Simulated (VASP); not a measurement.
# Li (R-3m) in VASP: a series of runs, part 2 of 2

VASP 6.6.1.

### 3 Single point, BLYP

This run uses another cell than the first one, of 20.02 Å³/atom.

File INCAR:

```
SYSTEM = Li
PREC = Accurate
ENCUT = 520
EDIFF = 1E-6
ISMEAR = -1
SIGMA = 0.1
LREAL = .FALSE.
LASPH = .TRUE.
NELM = 100
ALGO = Normal
ISIF = 2
LWAVE = .FALSE.
LCHARG = .FALSE.
GGA = B5
ALDAX = 1.0
AGGAX = 1.0
AGGAC = 1.0
ALDAC = 0.0
NBANDS = 12
```

File KPOINTS:

```
Automatic mesh
0
G
  16 16 16
  0 0 0
```

File POSCAR:

```
Li
1.0
    1.5272337018      0.8817487888      7.4333103906
   -1.5272337018      0.8817487888      7.4333103906
    0.0000000000     -1.7634975777      7.4333103906
Li
3
Direct
    0.0000000000      0.0000000000      1.0000000000
    0.2221860148      0.2221860148      0.2221860148
    0.7778139852      0.7778139852      0.7778139852
```

Potentials or basis: VASP PAW PBE potentials, release 64 (Li_sv).

Command:

```
cat potpaw_PBE.64/Li_sv/POTCAR > POTCAR
mpirun -np 1 vasp_std > vasp.out
```

OUTCAR:

```text
SYSTEM = Li
   PREC = Accurate
   ENCUT = 520
   EDIFF = 1E-6
   ISMEAR = -1
   LREAL = .FALSE.
   LASPH = .TRUE.
   NELM = 100
   ISIF = 2
   GGA = B5

 ion  position               nearest neighbor table
   1  0.000  0.000  0.000-
   2  0.222  0.222  0.222-
   3  0.778  0.778  0.778-

  LATTYP: Found a trigonal (rhomboedric) cell.
 ALAT       =     7.6396352707
 COS(alpha) =     0.9200725893

  Lattice vectors:

 A1 = (   1.5272337018,   0.8817487888,   7.4333103906)
 A2 = (  -1.5272337018,   0.8817487888,   7.4333103906)
 A3 = (   0.0000000000,  -1.7634975777,   7.4333103906)

Analysis of symmetry for initial positions (statically):
=====================================================================
 Subroutine PRICEL returns:
 Original cell was already a primitive cell.

 Routine SETGRP: Setting up the symmetry group for a
 trigonal (rhombohedral) supercell.

 Subroutine GETGRP returns: Found 12 space group operations
 (whereof 12 operations were pure point group operations)
 out of a pool of 12 trial point group operations.

The static configuration has the point symmetry D_3d.

Analysis of symmetry for dynamics (positions and initial velocities):
=====================================================================
 Subroutine PRICEL returns:
 Original cell was already a primitive cell.

 Routine SETGRP: Setting up the symmetry group for a
 trigonal (rhombohedral) supercell.

 Subroutine GETGRP returns: Found 12 space group operations
 (whereof 12 operations were pure point group operations)
 out of a pool of 12 trial point group operations.

The dynamic configuration has the point symmetry D_3d.

 Subroutine INISYM returns: Found 12 space group operations
 (whereof 12 operations are pure point group operations),
 and found     1 'primitive' translations

----------------------------------------------------------------------------------------

                                     Primitive cell

  volume of cell :      60.0598

  direct lattice vectors                    reciprocal lattice vectors
     1.527233702  0.881748789  7.433310391     0.327389318  0.189018311  0.044843188
    -1.527233702  0.881748789  7.433310391    -0.327389318  0.189018311  0.044843188
     0.000000000 -1.763497578  7.433310391     0.000000000 -0.378036622  0.044843188

  length of vectors
     7.639635271  7.639635271  7.639635271     0.380687009  0.380687009  0.380687009

  position of ions in fractional coordinates (direct lattice)
     0.000000000  0.000000000  0.000000000
     0.222186015  0.222186015  0.222186015
     0.777813985  0.777813985  0.777813985

  ion indices of the primitive-cell ions
   primitive index   ion index
                 1           1
                 2           2
                 3           3

----------------------------------------------------------------------------------------

 KPOINTS: Automatic mesh

Automatic generation of k-mesh.
 Grid dimensions read from file:
 generate k-points for:   16   16   16

 Generating k-lattice:

  Cartesian coordinates                     Fractional coordinates (reciprocal lattice)
     0.020461832  0.011813644  0.002802699     0.062500000 -0.000000000 -0.000000000
[... 42 lines left out ...]
   number of dos      NEDOS =    301   number of ions     NIONS =      3
   total plane-waves  NPLWV = 216000
   dimension x,y,z NGX =    60 NGY =   60 NGZ =   60
   dimension x,y,z NGXF=   120 NGYF=  120 NGZF=  120
   ions per type =               3
   NGX,Y,Z   is equivalent  to a cutoff of  13.06, 13.06, 13.06 a.u.
   NGXF,Y,Z  is equivalent  to a cutoff of  26.11, 26.11, 26.11 a.u.
 SYSTEM =  Li
   PREC   = accura    normal or accurate (medium, high low for compatibility)
   ISTART =      0    job   : 0-new  1-cont  2-samecut
   ICHARG =      2    charge: 1-file 2-atom 10-const
   ISPIN  =      1    spin polarized calculation?
   LNONCOLLINEAR =      F non collinear calculations
   LSORBIT =      F    spin-orbit coupling
   LASPH  =      T    aspherical Exc in radial PAW
   ENCUT  =  520.0 eV  38.22 Ry    6.18 a.u.  14.20 14.20 14.20*2*pi/ulx,y,z
   NELM   =    100;   NELMIN=  2; NELMDL= -5     # of ELM steps
   EDIFF  = 0.1E-05   stopping-criterion for ELM
   LREAL  =      F    real-space projection
   EDIFFG = 0.1E-04   stopping-criterion for IOM
   NSW    =      0    number of steps for IOM
   IBRION =     -1    ionic relax: 0-MD 1-quasi-New 2-CG
   NFREE  =      0    steps in history (QN), initial steepest desc. (CG)
   ISIF   =      2    stress and relaxation
   ISYM   =      2    0-nonsym 1-usesym 2-fastsym
   POTIM  = 0.5000    time-step for ionic-motion
   TEBEG  =    0.0;   TEEND  =   0.0 temperature during run
   PSTRESS=    0.0 pullay stress
   NELECT =       9.0000    total number of electrons
   NUPDOWN=      -1.0000    fix difference up-down
   EMIN   =  10.00;   EMAX   =-10.00  energy-range for DOS
   EFERMI =   0.00;   METHOD = LEGACY
   ISMEAR =    -1;   SIGMA  =   0.10  broadening in eV -4-tet -1-fermi 0-gaus
   EFERMI_NEDOS =   21; number of points for ismear=-14 and -15
   IALGO  =     38    algorithm
   IMIX   =      4    mixing-type and parameters
     AMIX     =   0.40;   BMIX     =  1.00
     AMIX_MAG =   1.60;   BMIX_MAG =  1.00
  volume/ion in A,a.u.               =      20.02       135.10
  Fermi-wavevector in a.u.,A,eV,Ry     =   0.869550  1.643211 10.287590  0.756117
  Thomas-Fermi vector in A             =   1.988388
   LORBIT       =      0    0 simple, 1 ext, 2 COOP (PROOUT), +10 PAW based schemes
   GGA     = B5    functional components
   LHFCALC =     F    Hartree Fock is set to
   AEXX    =    0.0000 exact exchange contribution
   IVDW    =     0    specifies the selected vdW correction
   LEPSILON=     F    determine dielectric tensor
   LRPA    =     F    only Hartree local field effects (RPA)
 non-spin polarized calculation
  energy-cutoff  :      520.00
  volume of cell :       60.06
 maximum number of plane-waves:      1633
 NGX is ok and might be reduce to    60
   NGX = 29   NGY = 29   NGZ = 29

 number of electron       9.0000005 magnetization

 Free energy of the ion-electron system (eV)
  ---------------------------------------------------
  ext. energy  EPLUGINS =         0.00000000
  ---------------------------------------------------
  free energy    TOTEN  =        -4.73481064 eV

  energy without entropy =       -4.68903894  energy(sigma->0) =       -4.71192479

 E-fermi :   1.0732     XC(G=0):  -6.6781

 val. band max:        1.0719061901   @ k =   0.4375   0.1875   0.0000
 cond. band min:       1.0749480038   @ k =   0.3750   0.2500   0.1875
 fundamental gap:      0.0030418137
 Fermi energy:         1.0731799049

 k-point     1 :       0.0000    0.0000    0.0000
  band No.  band energies     occupation
      1     -46.1312      2.00000
      2     -46.1180      2.00000
      3     -46.1164      2.00000
      4      -2.4727      2.00000
      5      -0.5010      2.00000
      6      -0.5004      2.00000
      7       6.8800      0.00000
      8       6.8828      0.00000
      9      13.7125      0.00000
     10      13.7125      0.00000
     11      13.8371      0.00000
     12      13.8371      0.00000
[... 331 lines left out ...]
 k-point    24 :      -0.0625    0.0625    0.0000
  band No.  band energies     occupation
      1     -46.1295      2.00000
      2     -46.1170      2.00000
      3     -46.1153      2.00000
      4      -2.2874      2.00000
      5      -0.3025      2.00000
      6      -0.3020      2.00000
      7       6.9772      0.00000
      8       6.9779      0.00000
      9      12.1844      0.00000
     10      12.3005      0.00000
     11      12.8445      0.00000
     12      13.0259      0.00000

 [... further k-points ...]

------------------------ aborting loop because EDIFF is reached ----------------------------------------

  FORCE on cell =-STRESS in cart. coord.  units (eV):
  Direction    XX          YY          ZZ          XY          YZ          ZX
  --------------------------------------------------------------------------------------
  -------------------------------------------------------------------------------------
  Total       -0.0559294     -0.0559294      0.0255533      0.0000000     -0.0000000     -0.0000000
  in kB       -1.4919944     -1.4919944      0.6816689      0.0000000     -0.0000000     -0.0000000
  external PRESSURE =      -0.7674400 kB  Pullay stress =       0.0000000 kB

 VOLUME and BASIS-vectors are now :
 -----------------------------------------------------------------------------
  energy-cutoff  :      520.00
  volume of cell :       60.06
      direct lattice vectors                 reciprocal lattice vectors
     1.527233702  0.881748789  7.433310391     0.327389318  0.189018311  0.044843188
    -1.527233702  0.881748789  7.433310391    -0.327389318  0.189018311  0.044843188
     0.000000000 -1.763497578  7.433310391     0.000000000 -0.378036622  0.044843188

 POSITION                                       TOTAL-FORCE (eV/Angst)
 -----------------------------------------------------------------------------------
      0.00000      0.00000      0.00000         0.000000      0.000000     -0.000000
      0.00000     -0.00000      4.95473         0.000000     -0.000000      0.001893
      0.00000     -0.00000     17.34520         0.000000      0.000000     -0.001893
 -----------------------------------------------------------------------------------
    total drift:                                0.000000     -0.000000      0.000000

  FREE ENERGIE OF THE ION-ELECTRON SYSTEM (eV)
  ---------------------------------------------------
  free  energy   TOTEN  =        -4.7348106366 eV

  energy  without entropy=       -4.6890389390  energy(sigma->0) =       -4.71192479
```

It took 25 min on 1 thread of Intel Xeon Platinum 8259CL at 2.50GHz (Skylake/Cascade Lake), shared host; peak memory 0.59 GiB.

What came out:

| Item | Value |
| --- | --- |
| Free energy | -4.7348 eV |
| Band gap on the k mesh | zero (an odd number of electrons rules out a gap without spin polarisation) |

Caveat: the cutoff is under 1.25 times the usual one of these potentials, so pressure, stress and relaxed cells hold a basis-set (Pulay) error; the PAW data sets were made with another functional, which shifts forces and pressure a little.
